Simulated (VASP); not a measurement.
# H8CO6 in VASP: a series of runs

The runs below take H8CO6 through single point, with PBE.

Everything below comes from runs of VASP 6.6.1. Logs are shortened: lines on timing, memory, paths and dates and some standing lists are left out, and cuts for length are marked.

### 1 The cell of the first run

The cell holds an amorphous packing of atoms, 15 atoms: a = 5.708 Å, b = 5.708 Å, c = 5.708 Å, α = 90.00°, β = 90.00°, γ = 90.00°.

### 2 Single point, PBE

INCAR reads:

```
SYSTEM = H8CO6
PREC     = Accurate       ! precision mode
ENCUT    = 520            ! plane-wave cutoff, eV
EDIFF    = 1E-6           ! SCF threshold, eV
ISMEAR   = -1             ! smearing method
SIGMA    = 0.05           ! smearing width, eV
LREAL    = .FALSE.        ! projectors in reciprocal space
LASPH    = .TRUE.         ! aspherical terms in the spheres
NELM     = 120            ! most SCF steps
ALGO     = Normal         ! electronic algorithm
ISIF     = 2              ! what is computed and relaxed
LWAVE    = .FALSE.        ! write WAVECAR
LCHARG   = .FALSE.        ! write CHGCAR
GGA      = PE             ! functional
NBANDS   = 37             ! bands
GGA_COMPAT= .FALSE.
```

KPOINTS reads:

```
Automatic mesh
0
G
  1 1 1
  0 0 0
```

POSCAR reads:

```
H8CO6
1.0
    5.7082670000      0.0000000000      0.0000000000
    0.0000000000      5.7082670000      0.0000000000
    0.0000000000      0.0000000000      5.7082670000
O H C
6 8 1
Direct
    0.9303924524      0.6965117589      0.6309301745
    0.0988484310      0.2367651490      0.4948532446
    0.2527620122      0.8036685274      0.0224126815
    0.9535765715      0.3671138866      0.0487537522
    0.4904219547     -0.0674053367      0.5324713423
    0.4995210273      0.2353994040      0.8075227132
    1.0103359102      0.8456056847      0.6057497010
    0.7755208230      0.7233469711      0.5653802503
    0.0641515067      0.3959910578      0.5496392410
    0.0423568125      0.2436287160      0.3328389052
    0.1560501955      0.6622588898      0.0102760957
    0.3004120090      0.8084850338      0.1855701493
    0.7978932149      0.4071625564     -0.0075536490
    1.0073734528      0.2477099016     -0.0609276403
    0.4889139262      0.0850352997      0.6695101385
```

Potentials or basis: VASP PAW PBE potentials, release 64 (O, H, C).

Launch:

```
$ cat potpaw_PBE.64/O/POTCAR potpaw_PBE.64/H/POTCAR potpaw_PBE.64/C/POTCAR > POTCAR
$ mpirun -np 1 vasp_gam > vasp.out
```

OUTCAR:

```text
SYSTEM = H8CO6
   PREC = Accurate
   ENCUT = 520
   EDIFF = 1E-6
   ISMEAR = -1
   LREAL = .FALSE.
   LASPH = .TRUE.
   NELM = 120
   ISIF = 2
   GGA = PE

 ion  position               nearest neighbor table
   1  0.930  0.697  0.631-   8 0.97   7 0.98
   2  0.099  0.237  0.495-  10 0.98   9 0.98
   3  0.253  0.804  0.022-  12 0.97  11 0.98
   4  0.954  0.367  0.049-  13 0.97  14 0.98
   5  0.490  0.933  0.532-  15 1.17
   6  0.500  0.235  0.808-  15 1.17
   7  0.010  0.846  0.606-   1 0.98
   8  0.776  0.723  0.565-   1 0.97
   9  0.064  0.396  0.550-   2 0.98
  10  0.042  0.244  0.333-   2 0.98
  11  0.156  0.662  0.010-   3 0.98
  12  0.300  0.808  0.186-   3 0.97
  13  0.798  0.407  0.992-   4 0.97
  14  0.007  0.248  0.939-   4 0.98
  15  0.489  0.085  0.670-   6 1.17   5 1.17

  LATTYP: Found a simple cubic cell.
 ALAT       =     5.7082670000

  Lattice vectors:

 A1 = (   5.7082670000,   0.0000000000,   0.0000000000)
 A2 = (   0.0000000000,   5.7082670000,   0.0000000000)
 A3 = (   0.0000000000,   0.0000000000,   5.7082670000)

Analysis of symmetry for initial positions (statically):
=====================================================================
 Subroutine PRICEL returns:
 Original cell was already a primitive cell.

 Routine SETGRP: Setting up the symmetry group for a
 simple cubic supercell.

 Subroutine GETGRP returns: Found  1 space group operations
 (whereof  1 operations were pure point group operations)
 out of a pool of 48 trial point group operations.

The static configuration has the point symmetry C_1 .

Analysis of symmetry for dynamics (positions and initial velocities):
=====================================================================
 Subroutine PRICEL returns:
 Original cell was already a primitive cell.

 Routine SETGRP: Setting up the symmetry group for a
 simple cubic supercell.

 Subroutine GETGRP returns: Found  1 space group operations
 (whereof  1 operations were pure point group operations)
 out of a pool of 48 trial point group operations.

The dynamic configuration has the point symmetry C_1 .

 Subroutine INISYM returns: Found  1 space group operations
[... 109 lines left out ...]
   PSTRESS=    0.0 pullay stress
   NELECT =      48.0000    total number of electrons
   NUPDOWN=      -1.0000    fix difference up-down
   EMIN   =  10.00;   EMAX   =-10.00  energy-range for DOS
   EFERMI =   0.00;   METHOD = LEGACY
   ISMEAR =    -1;   SIGMA  =   0.05  broadening in eV -4-tet -1-fermi 0-gaus
   EFERMI_NEDOS =   21; number of points for ismear=-14 and -15
   IALGO  =     38    algorithm
   IMIX   =      4    mixing-type and parameters
     AMIX     =   0.40;   BMIX     =  1.00
     AMIX_MAG =   1.60;   BMIX_MAG =  1.00
  volume/ion in A,a.u.               =      12.40        83.68
  Fermi-wavevector in a.u.,A,eV,Ry     =   1.042280  1.969623 14.780649  1.086347
  Thomas-Fermi vector in A             =   2.176938
   LORBIT       =      0    0 simple, 1 ext, 2 COOP (PROOUT), +10 PAW based schemes
   GGA     = PE    functional components
   LHFCALC =     F    Hartree Fock is set to
   AEXX    =    0.0000 exact exchange contribution
   IVDW    =     0    specifies the selected vdW correction
   LEPSILON=     F    determine dielectric tensor
   LRPA    =     F    only Hartree local field effects (RPA)
 non-spin polarized calculation
  energy-cutoff  :      520.00
  volume of cell :      186.00
 maximum number of plane-waves:      2473
 NGX is ok and might be reduce to    42
   NGX = 21   NGY = 21   NGZ = 21

 number of electron      47.9999991 magnetization

 Free energy of the ion-electron system (eV)
  ---------------------------------------------------
  ext. energy  EPLUGINS =         0.00000000
  ---------------------------------------------------
  free energy    TOTEN  =       -81.02565516 eV

  energy without entropy =      -81.02565516  energy(sigma->0) =      -81.02565516

 E-fermi :  -2.3629     XC(G=0):  -6.5914

 val. band max:       -3.6352294606   @ k =   0.0000   0.0000   0.0000
 cond. band min:       0.9770431954   @ k =   0.0000   0.0000   0.0000
 fundamental gap:      4.6122726560
 Fermi energy:        -2.3629452613

 k-point     1 :       0.0000    0.0000    0.0000
  band No.  band energies     occupation
      1     -25.9871      2.00000
      2     -24.9911      2.00000
      3     -22.5351      2.00000
      4     -22.1668      2.00000
      5     -21.5292      2.00000
      6     -21.4962      2.00000
[... 28 lines left out ...]
     35       7.3751      0.00000
     36       8.1745      0.00000
 [bands above 36 left out]

------------------------ aborting loop because EDIFF is reached ----------------------------------------

  FORCE on cell =-STRESS in cart. coord.  units (eV):
  Direction    XX          YY          ZZ          XY          YZ          ZX
  --------------------------------------------------------------------------------------
  -------------------------------------------------------------------------------------
  Total        1.0771095      0.2477728      1.7092184     -0.3122910      1.0977131      0.4757599
  in kB        9.2780692      2.1342801     14.7229659     -2.6900303      9.4555459      4.0981284
  external PRESSURE =       8.7117717 kB  Pullay stress =       0.0000000 kB

 VOLUME and BASIS-vectors are now :
 -----------------------------------------------------------------------------
  energy-cutoff  :      520.00
  volume of cell :      186.00
      direct lattice vectors                 reciprocal lattice vectors
     5.708267000  0.000000000  0.000000000     0.175184517  0.000000000  0.000000000
     0.000000000  5.708267000  0.000000000     0.000000000  0.175184517  0.000000000
     0.000000000  0.000000000  5.708267000     0.000000000  0.000000000  0.175184517

 POSITION                                       TOTAL-FORCE (eV/Angst)
 -----------------------------------------------------------------------------------
      5.31093      3.97588      3.60152         0.025566     -0.031571     -0.026293
      0.56425      1.35152      2.82475        -0.001050     -0.087881      0.023343
      1.44283      4.58755      0.12794        -0.007415      0.026914      0.003414
      5.44327      2.09558      0.27830         0.005522      0.005487     -0.004774
      2.79946      5.32350      3.03949         0.026370     -0.572149     -0.528284
      2.85140      1.34372      4.60956         0.038375      0.560016      0.491182
      0.05900      4.82694      3.45778         0.073126      0.021275      0.052870
      4.42688      4.12906      3.22734        -0.072401     -0.049695     -0.021672
      0.36619      2.26042      3.13749        -0.011486      0.106019      0.035988
      0.24178      1.39070      1.89993        -0.001070     -0.015587     -0.038661
      0.89078      3.78035      0.05866        -0.083706     -0.031056     -0.023815
      1.71483      4.61505      1.05928         0.038940      0.065246      0.031534
      4.55459      2.32419      5.66515        -0.017501      0.023863     -0.003839
      0.04209      1.41399      5.36048         0.057704     -0.009108      0.000020
      2.79085      0.48540      3.82174        -0.070975     -0.011775      0.008986
 -----------------------------------------------------------------------------------
    total drift:                                0.001768     -0.000266     -0.001409

  FREE ENERGIE OF THE ION-ELECTRON SYSTEM (eV)
  ---------------------------------------------------
  free  energy   TOTEN  =       -81.0256551577 eV

  energy  without entropy=      -81.0256551577  energy(sigma->0) =      -81.02565516
```

It took 17 s on 1 thread of Intel Xeon Platinum 8559C (Emerald Rapids), shared host; peak memory 0.24 GiB.

What came out:

```yaml
Free_energy: -81.0257 eV
Pressure: 0.9 GPa
Largest_force: 0.779 eV/Å
Band_gap_on_the_k_mesh: 4.61 eV
```

Forces on the atoms (eV/Å):
```
O    0.026 -0.032 -0.026
O   -0.001 -0.088  0.023
O   -0.007  0.027  0.003
O    0.006  0.005 -0.005
O    0.026 -0.572 -0.528
O    0.038  0.560  0.491
H    0.073  0.021  0.053
H   -0.072 -0.050 -0.022
H   -0.011  0.106  0.036
H   -0.001 -0.016 -0.039
H   -0.084 -0.031 -0.024
H    0.039  0.065  0.032
H   -0.018  0.024 -0.004
H    0.058 -0.009  0.000
C   -0.071 -0.012  0.009
```

Caveat: the k points lie up to 1.10 Å⁻¹ apart.

### 3 Single point, PBE

INCAR reads:

```
SYSTEM = H8CO6
ALGO = Normal
EDIFF = 1E-6
ENCUT = 520
GGA = PE
GGA_COMPAT = .False.
ISIF = 2
ISMEAR = -1
LASPH = .True.
LCHARG = .False.
LREAL = .False.
LWAVE = .False.
NBANDS = 37
NELM = 120
PREC = Accurate
SIGMA = 0.05
```

KPOINTS reads:

```
k-points
0
Gamma
  1 1 1
  0 0 0
```

POSCAR reads:

```
H8CO6
1.0
    5.7082670000      0.0000000000      0.0000000000
    0.0000000000      5.7082670000      0.0000000000
    0.0000000000      0.0000000000      5.7082670000
O H C
6 8 1
Direct
    0.9168281722      0.8229467893      0.6412278893
    0.1451228543      0.2472729464      0.4604549857
    0.2218186360      0.8137145652     -0.0179213761
    0.8873796548      0.3862643426      0.0919193163
    0.4982422861     -0.1639551899      0.6078902756
    0.4846654860      0.2103790870      0.8095626921
    1.0394222975      0.8924074505      0.5744125143
    0.8843839996      0.6948869070      0.5284616154
    0.0851396755      0.3759459745      0.5588911661
    0.1029909778      0.3210256283      0.2992501927
    0.0557086766      0.7894339911     -0.0311653257
    0.2869872765      0.6998095919      0.0846141219
    0.7287325558      0.3319571422      0.1419344961
    0.9352575834      0.2746893234     -0.0236674283
    0.4804260207      0.0156965328      0.7191849996
```

Potentials or basis: VASP PAW PBE potentials, release 64 (O, H, C).

Launch:

```
$ cat potpaw_PBE.64/O/POTCAR potpaw_PBE.64/H/POTCAR potpaw_PBE.64/C/POTCAR > POTCAR
$ mpirun -np 1 vasp_gam > vasp.out
```

It took 12 s on 1 thread of Intel Xeon Platinum 8559C (Emerald Rapids), shared host; peak memory 0.24 GiB.

The run converged. Its results:

- Free energy: -79.2982 eV
- Pressure: 0.6 GPa
- Largest force: 5.751 eV/Å
- Band gap on the k mesh: 3.94 eV

Forces on the atoms (eV/Å):
```
O   -3.579 -3.623  1.214
O   -0.490  1.625 -1.468
O    0.366  1.019  0.171
O   -1.140  0.481  0.782
O   -1.223  3.335  1.676
O    0.038 -3.591 -1.092
H    4.427  2.925 -2.218
H   -0.336  0.728  0.823
H    0.468 -0.518  0.141
H    0.096 -1.310  1.566
H   -0.549 -0.490 -0.250
H    0.170 -0.674  0.647
H    1.048  0.263 -0.427
H    0.103 -0.573 -0.699
C    0.603  0.402 -0.865
```

Stress tensor (GPa, compression positive):
```
 7.32  2.15 -0.07
 2.15 -5.66 -4.42
-0.07 -4.42  0.09
```

Levels at points of the mesh, in eV from the valence-band top:
```csv
k point,band 22,band 23,band 24,band 25,band 26,band 27
"(0.00, 0.00, 0.00)",-0.49,-0.31,0.00,3.94,6.07,6.11
```

Caveat: the k points lie up to 1.10 Å⁻¹ apart.

### 4 Single point, PBE

INCAR reads:

```
ALGO = Normal ; EDIFF = 1E-6
ENCUT = 520 ; GGA = PE
GGA_COMPAT = F ; ISIF = 2
ISMEAR = -1 ; LASPH = T
LCHARG = F ; LREAL = F
LWAVE = F ; NBANDS = 37
NELM = 120 ; PREC = Accurate
SIGMA = 0.05
```

KPOINTS reads:

```
k-points
0
Gamma
  1 1 1
```

POSCAR reads:

```
H8CO6
1.0
    5.7082670000      0.0000000000      0.0000000000
    0.0000000000      5.7082670000      0.0000000000
    0.0000000000      0.0000000000      5.7082670000
O H C
6 8 1
Direct
    0.9704171161      0.7525226133      0.6341679533
    0.2035468909      0.3510697730      0.4423759435
    0.1742910764      0.8148532646      0.0810578762
    0.7951800433      0.4169917069      0.0429377252
    0.4647470064     -0.1728020080      0.6088012351
    0.4803033916      0.1663201809      0.8589296892
    1.1362467803      0.7991567318      0.6047369543
    0.9205070471      0.9158296204      0.5465056207
    0.1026931641      0.4705456139      0.5074044364
    0.1802999054      0.3257556102      0.2696089724
    0.1477856589      0.9645659532      0.0008584041
    0.0936186061      0.7127732462     -0.0204440332
    0.8247161529      0.3689210753      0.2135324083
    0.6268802773      0.4349831569      0.0256470134
    0.4510475771     -0.0028029523      0.7394888852
```

Potentials or basis: VASP PAW PBE potentials, release 64 (O, H, C).

Launch:

```
$ cat potpaw_PBE.64/O/POTCAR potpaw_PBE.64/H/POTCAR potpaw_PBE.64/C/POTCAR > POTCAR
$ mpirun -np 1 vasp_gam > vasp.out
```

OUTCAR:

```text
EDIFF = 1E-6
   ENCUT = 520
   GGA = PE
   ISIF = 2
   ISMEAR = -1
   LASPH = T
   LREAL = F
   NELM = 120
   PREC = Accurate

 ion  position               nearest neighbor table
   1  0.970  0.753  0.634-   7 1.00   8 1.10
   2  0.204  0.351  0.442-   9 0.97  10 1.01
   3  0.174  0.815  0.081-  12 0.94  11 0.98
   4  0.795  0.417  0.043-  14 0.97  13 1.03
[... 255 lines left out ...]
 -----------------------------------------------------------------------------
  energy-cutoff  :      520.00
  volume of cell :      186.00
      direct lattice vectors                 reciprocal lattice vectors
     5.708267000  0.000000000  0.000000000     0.175184517  0.000000000  0.000000000
     0.000000000  5.708267000  0.000000000     0.000000000  0.175184517  0.000000000
     0.000000000  0.000000000  5.708267000     0.000000000  0.000000000  0.175184517

 POSITION                                       TOTAL-FORCE (eV/Angst)
 -----------------------------------------------------------------------------------
      5.53940      4.29560      3.62000         0.139023      4.014345     -2.214415
      1.16190      2.00400      2.52520         0.538451     -1.614296     -1.380127
      0.99490      4.65140      0.46270         1.108749      1.723592      0.727142
      4.53910      2.38030      0.24510         1.139764     -0.374384      2.128539
      2.65290      4.72187      3.47520        -0.757376      3.351046      2.374588
      2.74170      0.94940      4.90300        -1.144598     -1.727858     -1.139352
      0.77773      4.56180      3.45200        -0.303132     -1.142734      0.244474
      5.25450      5.22780      3.11960         0.013450     -3.320373      1.523748
      0.58620      2.68600      2.89640        -0.606537      0.617134     -0.460194
      1.02920      1.85950      1.53900        -0.046015      0.760358      1.685879
      0.84360      5.50600      0.00490        -0.085772     -0.276310      0.556313
      0.53440      4.06870      5.59157        -1.288899     -1.380434     -0.900213
      4.70770      2.10590      1.21890        -0.736716      0.733943     -1.988430
      3.57840      2.48300      0.14640         0.167090      0.007676      0.228132
      2.57470      5.69227      4.22120         1.862518     -1.371706     -1.386084
 -----------------------------------------------------------------------------------
    total drift:                               -0.000351      0.002781      0.000798

  FREE ENERGIE OF THE ION-ELECTRON SYSTEM (eV)
  ---------------------------------------------------
  free  energy   TOTEN  =       -79.0837476459 eV

  energy  without entropy=      -79.0837476458  energy(sigma->0) =      -79.08374765
```

It took 16 s on 1 thread of Intel Xeon Platinum 8559C (Emerald Rapids), shared host; peak memory 0.24 GiB.

What came out:

```
Free energy            : -79.0837 eV
Pressure               : -2.0 GPa
Largest force          : 4.587 eV/Å
Band gap on the k mesh : 3.97 eV
```

Forces on the atoms (eV/Å):
```
O    0.139  4.014 -2.214
O    0.538 -1.614 -1.380
O    1.109  1.724  0.727
O    1.140 -0.374  2.129
O   -0.757  3.351  2.375
O   -1.145 -1.728 -1.139
H   -0.303 -1.143  0.244
H    0.013 -3.320  1.524
H   -0.607  0.617 -0.460
H   -0.046  0.760  1.686
H   -0.086 -0.276  0.556
H   -1.289 -1.380 -0.900
H   -0.737  0.734 -1.988
H    0.167  0.008  0.228
C    1.863 -1.372 -1.386
```

Stress tensor (GPa, compression positive):
```
 3.57  1.78  0.57
 1.78 -5.45  0.18
 0.57  0.18 -4.23
```

Levels at points of the mesh, in eV from the valence-band top:
| k point | band 22 | band 23 | band 24 | band 25 | band 26 | band 27 |
| --- | --- | --- | --- | --- | --- | --- |
| (0.00, 0.00, 0.00) | -0.41 | -0.28 | 0.00 | 3.97 | 5.16 | 5.78 |

Caveat: the k points lie up to 1.10 Å⁻¹ apart.

### 5 Single point, PBE

INCAR reads:

```
PREC     = Accurate       # precision mode
ENCUT    = 520            # plane-wave cutoff, eV
EDIFF    = 1E-6           # SCF threshold, eV
ISMEAR   = -1             # smearing method
SIGMA    = 0.05           # smearing width, eV
LREAL    = F              # projectors in reciprocal space
LASPH    = T              # aspherical terms in the spheres
NELM     = 120            # most SCF steps
ALGO     = Normal         # electronic algorithm
ISIF     = 2              # what is computed and relaxed
LWAVE    = F              # write WAVECAR
LCHARG   = F              # write CHGCAR
GGA      = PE             # functional
NBANDS   = 37             # bands
GGA_COMPAT= F
```

KPOINTS reads:

```
regular mesh
0
Gamma
  1 1 1
```

POSCAR reads:

```
H8CO6
1.0
    5.7082670000      0.0000000000      0.0000000000
    0.0000000000      5.7082670000      0.0000000000
    0.0000000000      0.0000000000      5.7082670000
O H C
6 8 1
Direct
    0.9144456628      0.7067468988      0.6476571611
    0.3060999074      0.3387543014      0.3953564190
    0.1273416258      0.9067900993      0.1829451916
    0.8202139108      0.4686361027      0.1270788490
    0.4139785332     -0.1849072582      0.6383373448
    0.4684083628      0.1562645896      0.8670056954
    1.0226746577      0.5701905675      0.6660340170
    0.9966772753      0.8398170583      0.5561582876
    0.1605215734      0.3689210753      0.3192562646
    0.3665911213      0.2212405271      0.2871099057
    0.1169882208      0.8313206092      0.0317083977
    0.0084438937      0.8059889280      0.2408261562
    0.7170127116      0.3245993924      0.1738531151
    0.6870911960      0.5718548204      0.0556561212
    0.4377335538      0.0023649910      0.7197280716
```

Launch:

```
$ cat potpaw_PBE.64/O/POTCAR potpaw_PBE.64/H/POTCAR potpaw_PBE.64/C/POTCAR > POTCAR
$ mpirun -np 1 vasp_gam > vasp.out
```

Run time: 11 s. Hardware: 1 thread of Intel Xeon Platinum 8559C (Emerald Rapids), shared host; peak memory 0.24 GiB.

The run converged. Its results:

```
Free energy            : -79.3120 eV
Pressure               : -2.1 GPa
Largest force          : 4.766 eV/Å
Band gap on the k mesh : 3.72 eV
```

Forces in eV/Å, atoms in the order of the input:
```
O    1.166  0.885 -0.625
O    0.989 -0.360  0.221
O    0.358  0.360 -0.682
O   -3.510 -0.660 -0.408
O   -0.069  0.642 -1.015
O   -0.421 -1.985 -3.159
H   -0.424  1.282 -0.422
H   -0.661 -2.255  1.387
H   -1.275  0.453 -0.436
H   -0.014 -0.229  0.106
H    0.616  0.322 -1.127
H   -1.256 -0.894  1.486
H    1.743  2.130 -0.628
H    2.050 -1.393  0.907
C    0.707  1.702  4.396
```

Stress tensor (GPa, compression positive):
```
 0.23 -0.01 -0.76
-0.01 -5.69  0.14
-0.76  0.14 -0.71
```

Levels at points of the mesh, in eV from the valence-band top:
| k point | band 20 | band 21 | band 22 | band 23 | band 24 | band 25 | band 26 | band 27 | band 28 | band 29 |
| --- | --- | --- | --- | --- | --- | --- | --- | --- | --- | --- |
| (0.00, 0.00, 0.00) | -1.57 | -0.74 | -0.48 | -0.29 | 0.00 | 3.72 | 5.51 | 6.01 | 7.48 | 8.19 |

Caveat: the k points lie up to 1.10 Å⁻¹ apart.
